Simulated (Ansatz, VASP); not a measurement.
## Ta in VASP and in Ansatz

POSCAR

```
Ta
1.0
    2.8922373243      0.0000000000      0.0000000000
   -1.4461186621      2.5047509966      0.0000000000
    0.0000000000      0.0000000000      2.7001922964
Ta
1
Direct
    0.0000000000      0.0000000000      0.0000000000
```

File INCAR.step1:

```
PREC = Accurate
ENCUT = 600
ISMEAR = 0
SIGMA = 0.1
LREAL = False
LASPH = True
NELM = 80
GGA = PE
ALGO = Normal
EDIFF = 1E-4
LWAVE = True
LCHARG = False
```

The input INCAR.step2:

```
PREC = Accurate
ENCUT = 600
EDIFF = 1E-7
ISMEAR = 0
SIGMA = 0.1
LREAL = False
LASPH = True
NELM = 80
ALGO = Normal
ISIF = 3
LWAVE = False
LCHARG = False
METAGGA = R2SCAN
LMIXTAU = True
IBRION = 2
NSW = 100
EDIFFG = -0.01
ISTART = 1
```

The input KPOINTS:

```
regular mesh
0
Gamma
  21 21 20
```

Input for Ansatz:

```yaml
crystal:
  lattice:
    - [2.8922373243, 0.0, 0.0]
    - [-1.4461186621, 2.5047509966, 0.0]
    - [0.0, 0.0, 2.7001922964]
  atoms:
    - { symbol: Ta, position: [0.0, 0.0, 0.0] }
basis:
  ecutwfc: 500
kpoints:
  mp_grid: { grid: [21, 21, 20] }
hamiltonian:
  xc: r2scan
scf:
  occupations: { method: gaussian, width: 0.1 }
output:
  forces: true
  stress: true
  eigenvalues: true
relax:
  adjacent_minimum: "off"
  f_tol: 0.01
  max_steps: 80
  cell: { stress_tol: 0.05 }
```

Alike in both runs: task relaxation of cell and atoms; functional r2SCAN; k mesh 21 × 21 × 20; occupations gaussian, width 0.1 eV; no spin polarisation.

|  | VASP | Ansatz |
| --- | --- | --- |
| version | VASP 6.6.1 | Ansatz 0.2.0 |
| potentials or method | VASP PAW PBE potentials, release 64 (Ta_pv), cutoff 600 eV | scalar-relativistic, plane waves, PAW |
| valence electrons in the cell | 11 | 13 |

```csv
,VASP,Ansatz,Ansatz less VASP
"gap on the k mesh at the Fermi level, each at its own relaxed structure (eV)",none,none,-
relaxed volume (Å³/atom),19.54,19.47,-0.068
relaxed cell length with the largest relative difference (Å),2.718,2.715,-0.0033
```

VASP's potentials were made for PBE, not for r2SCAN. A gap of «none» marks a metal or a gap that the smearing closes. VASP's potentials hold 11 valence electrons a cell and Ansatz's 13, so a difference there can come from the potentials and not from the codes.

Neither program's run includes spin-orbit coupling.
